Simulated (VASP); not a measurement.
# Co (P6_3/mmc) in VASP: single point with PBEsol

Aim: the single point of Co with PBEsol.

All numbers are computed with VASP 6.6.1; they aren't measurements. Logs are shortened: lines on timing, memory, paths and dates and some standing lists are left out, and cuts for length are marked.

**1. The cell of the first run**

The structure is hexagonal, space group P6_3/mmc (No. 194). Conventional cell: a = 2.507 Å, b = 2.507 Å, c = 4.070 Å, α = 90.00°, β = 90.00°, γ = 120.00°. Within 3.3 Å of Co (site symmetry -6m2) lie 12 Co at 2.50 to 2.51 Å.

**2. Single point, PBEsol, collinear spin, antiferromagnetic start**

INCAR

```
PREC = Accurate
ENCUT = 520
EDIFF = 1E-7
ISMEAR = -1
SIGMA = 0.1
LREAL = False
LASPH = True
NELM = 150
ALGO = Normal
ISIF = 2
LWAVE = False
LCHARG = False
ISPIN = 2
MAGMOM = 2.5 -2.5
LORBIT = 11
LMAXMIX = 4
GGA = PS
NBANDS = 20
```

KPOINTS

```
Automatic mesh
0
Gamma
  14 14 8
```

POSCAR

```
Co
1.0
    2.5074000000      0.0000000000      0.0000000000
   -1.2537000000      2.1714720000      0.0000000000
    0.0000000000      0.0000000000      4.0699000000
Co
2
Direct
    0.3333333333      0.6666666667      0.2500000000
    0.6666666667      0.3333333333      0.7500000000
```

Potentials or basis: VASP PAW PBE potentials, release 64 (Co).

The run is started by

```console
cat potpaw_PBE.64/Co/POTCAR > POTCAR
mpirun -np 1 vasp_std > vasp.out
```

OUTCAR:

```text
PREC = Accurate
   ENCUT = 520
   EDIFF = 1E-7
   ISMEAR = -1
   LREAL = False
   LASPH = True
   NELM = 150
   ISIF = 2
   ISPIN = 2
   LORBIT = 11
   GGA = PS

 ion  position               nearest neighbor table
   1  0.333  0.667  0.250-   2 2.50   2 2.50   2 2.50   2 2.50   2 2.50   2 2.50
   2  0.667  0.333  0.750-   1 2.50   1 2.50   1 2.50   1 2.50   1 2.50   1 2.50

  LATTYP: Found a hexagonal cell.
 ALAT       =     2.5074000000
 C/A-ratio  =     1.6231554598

  Lattice vectors:

 A1 = (   2.5074000000,   0.0000000000,   0.0000000000)
 A2 = (  -1.2537000000,   2.1714720000,   0.0000000000)
 A3 = (   0.0000000000,   0.0000000000,   4.0699000000)

Analysis of symmetry for initial positions (statically):
=====================================================================
 Subroutine PRICEL returns:
 Original cell was already a primitive cell.

 Routine SETGRP: Setting up the symmetry group for a
 hexagonal supercell.

 Subroutine GETGRP returns: Found 24 space group operations
 (whereof 12 operations were pure point group operations)
 out of a pool of 24 trial point group operations.

The static configuration has the point symmetry D_3d.
 The point group associated with its full space group is D_6h.

Analysis of symmetry for dynamics (positions and initial velocities):
=====================================================================
 Subroutine PRICEL returns:
 Original cell was already a primitive cell.

 Routine SETGRP: Setting up the symmetry group for a
 hexagonal supercell.

 Subroutine GETGRP returns: Found 24 space group operations
 (whereof 12 operations were pure point group operations)
 out of a pool of 24 trial point group operations.

The dynamic configuration has the point symmetry D_3d.
 The point group associated with its full space group is D_6h.

Analysis of structural, dynamic, and magnetic symmetry:
=====================================================================
 Subroutine PRICEL returns:
 Original cell was already a primitive cell.

 Routine SETGRP: Setting up the symmetry group for a
 hexagonal supercell.

 Subroutine GETGRP returns: Found 24 space group operations
 (whereof 12 operations were pure point group operations)
 out of a pool of 24 trial point group operations.

The overall configuration has the point symmetry D_3d.
 The point group associated with its full space group is D_6h.

 Subroutine INISYM returns: Found 24 space group operations
[... 111 lines left out ...]
   EFERMI =   0.00;   METHOD = LEGACY
   ISMEAR =    -1;   SIGMA  =   0.10  broadening in eV -4-tet -1-fermi 0-gaus
   EFERMI_NEDOS =   21; number of points for ismear=-14 and -15
   IALGO  =     38    algorithm
   IMIX   =      4    mixing-type and parameters
     AMIX     =   0.40;   BMIX     =  1.00
     AMIX_MAG =   1.60;   BMIX_MAG =  1.00
  volume/ion in A,a.u.               =      11.08        74.77
  Fermi-wavevector in a.u.,A,eV,Ry     =   1.527490  2.886538 31.745476  2.333227
  Thomas-Fermi vector in A             =   2.635379
   LORBIT       =     11    0 simple, 1 ext, 2 COOP (PROOUT), +10 PAW based schemes
   GGA     = PS    functional components
   LHFCALC =     F    Hartree Fock is set to
   AEXX    =    0.0000 exact exchange contribution
   IVDW    =     0    specifies the selected vdW correction
   LEPSILON=     F    determine dielectric tensor
   LRPA    =     F    only Hartree local field effects (RPA)
 spin polarized calculation
  energy-cutoff  :      520.00
  volume of cell :       22.16
 maximum number of plane-waves:       610
 NGX is ok and might be reduce to    20
   NGX =  9   NGY =  9   NGZ = 15

 number of electron      18.0000002 magnetization       0.0000000

 number of electron      18.0000002 magnetization      -0.0000000

 Free energy of the ion-electron system (eV)
  ---------------------------------------------------
  ext. energy  EPLUGINS =         0.00000000
  ---------------------------------------------------
  free energy    TOTEN  =       -15.02793481 eV

  energy without entropy =      -14.84967470  energy(sigma->0) =      -14.93880476

 E-fermi :   9.7306     XC(G=0): -13.4683

 val. band max:        9.7284970807   @ k =   0.3571   0.1429   0.2500
 cond. band min:       9.7330241840   @ k =   0.3571   0.0714   0.3750
 fundamental gap:      0.0045271033
 Fermi energy:         9.7306363747

 spin component 1

 k-point     1 :       0.0000    0.0000    0.0000
  band No.  band energies     occupation
      1       0.9471      1.00000
      2       5.1434      1.00000
      3       7.7233      1.00000
      4       7.7233      1.00000
      5       7.9339      1.00000
      6       8.5111      0.99999
[... 541 lines left out ...]
     19      26.4015      0.00000
     20      42.0537      0.00000

 [... further k-points ...]

 spin component 2

 k-point     1 :       0.0000    0.0000    0.0000
  band No.  band energies     occupation
      1       0.9471      1.00000
      2       5.1434      1.00000
      3       7.7233      1.00000
      4       7.7233      1.00000
      5       7.9339      1.00000
      6       8.5111      0.99999
[... 541 lines left out ...]
     19      26.4015      0.00000
     20      42.0537      0.00000

 [... further k-points ...]
[... 5 lines left out ...]
  --------------------------------------------------------------------------------------
  -------------------------------------------------------------------------------------
  Total       -2.8486792     -2.8486790     -2.9048586     -0.0000000     -0.0000000     -0.0000000
  in kB     -205.9645774   -205.9645590   -210.0264483     -0.0000000     -0.0000000     -0.0000000
  external PRESSURE =    -207.3185282 kB  Pullay stress =       0.0000000 kB

 VOLUME and BASIS-vectors are now :
 -----------------------------------------------------------------------------
  energy-cutoff  :      520.00
  volume of cell :       22.16
      direct lattice vectors                 reciprocal lattice vectors
     2.507400000  0.000000000  0.000000000     0.398819494  0.230258553  0.000000000
    -1.253700000  2.171472000  0.000000000     0.000000000  0.460517105  0.000000000
     0.000000000  0.000000000  4.069900000     0.000000000  0.000000000  0.245706283

 POSITION                                       TOTAL-FORCE (eV/Angst)
 -----------------------------------------------------------------------------------
     -0.00000      1.44765      1.01747        -0.000000      0.000000      0.000000
      1.25370      0.72382      3.05242         0.000000      0.000000      0.000000
 -----------------------------------------------------------------------------------
    total drift:                                0.000000     -0.000000     -0.000000

  FREE ENERGIE OF THE ION-ELECTRON SYSTEM (eV)
  ---------------------------------------------------
  free  energy   TOTEN  =       -15.0279348108 eV

  energy  without entropy=      -14.8496747033  energy(sigma->0) =      -14.93880476

 total charge

# of ion       s       p       d       tot
------------------------------------------
    1        0.475   0.503   7.252   8.230
    2        0.475   0.503   7.252   8.230
--------------------------------------------------
tot          0.950   1.005  14.504  16.459

 magnetization (x)

# of ion       s       p       d       tot
------------------------------------------
    1        0.000   0.005   0.841   0.846
    2       -0.000  -0.005  -0.841  -0.846
--------------------------------------------------
tot          0.000   0.000   0.000   0.000
```

OSZICAR:

```text
N       E                     dE             d eps       ncg     rms          rms(c)
DAV:   1     0.844476403378E+02    0.84448E+02   -0.80765E+03 10080   0.122E+03
DAV:   2    -0.130374912970E+02   -0.97485E+02   -0.88036E+02  9740   0.217E+02
DAV:   3    -0.176450993427E+02   -0.46076E+01   -0.44102E+01 10936   0.570E+01
DAV:   4    -0.177150809821E+02   -0.69982E-01   -0.69918E-01 11616   0.623E+00
DAV:   5    -0.177171665299E+02   -0.20855E-02   -0.20854E-02 11140   0.103E+00    0.162E+01
DAV:   6    -0.155597490570E+02    0.21574E+01   -0.89757E+00 10860   0.631E+01    0.727E+00
DAV:   7    -0.150497407096E+02    0.51001E+00   -0.16570E+00 10956   0.239E+01    0.327E+00
DAV:   8    -0.150320602627E+02    0.17680E-01   -0.29395E-02 13536   0.227E+00    0.111E+00
DAV:   9    -0.150261078904E+02    0.59524E-02   -0.93006E-03 16576   0.169E+00    0.544E-01
DAV:  10    -0.150271105981E+02   -0.10027E-02   -0.11814E-02 14672   0.218E+00    0.325E-01
DAV:  11    -0.150278861703E+02   -0.77557E-03   -0.33887E-03 15584   0.105E+00    0.151E-01
DAV:  12    -0.150278880635E+02   -0.18931E-05   -0.44944E-04 14440   0.295E-01    0.382E-02
DAV:  13    -0.150279094183E+02   -0.21355E-04   -0.73521E-05 17148   0.160E-01    0.335E-02
DAV:  14    -0.150279307465E+02   -0.21328E-04   -0.75247E-05 15088   0.179E-01    0.195E-02
DAV:  15    -0.150279335993E+02   -0.28528E-05   -0.33997E-05 16396   0.105E-01    0.100E-02
DAV:  16    -0.150279347530E+02   -0.11538E-05   -0.14911E-05 16412   0.774E-02    0.201E-03
DAV:  17    -0.150279348314E+02   -0.78374E-07   -0.11622E-06 13700   0.144E-02    0.117E-03
DAV:  18    -0.150279348108E+02    0.20637E-07   -0.82398E-08  5064   0.631E-03
   1 F= -.15027935E+02 E0= -.14938805E+02  d E =-.178260E+00  mag=    -0.0000
```

It took 2 min on 1 thread of Intel Xeon Platinum 8259CL at 2.50GHz (Skylake/Cascade Lake), shared host; peak memory 0.19 GiB.

Results:

```
Free energy                                           : -15.0279 eV
Pressure                                              : -20.7 GPa
Band gap on the k mesh                                : zero (filled and empty bands overlap)
Net moment                                            : 0.00 μB per cell
Site moments                                          : Co +0.85, -0.85 μB
Valence electrons inside the program's atomic spheres : Co 8.23
```

Stress tensor (GPa, compression positive):
```
-20.60   0.00   0.00
  0.00 -20.60   0.00
  0.00   0.00 -21.00
```

Caveat: the PAW data sets were made with another functional, which shifts forces and pressure a little.
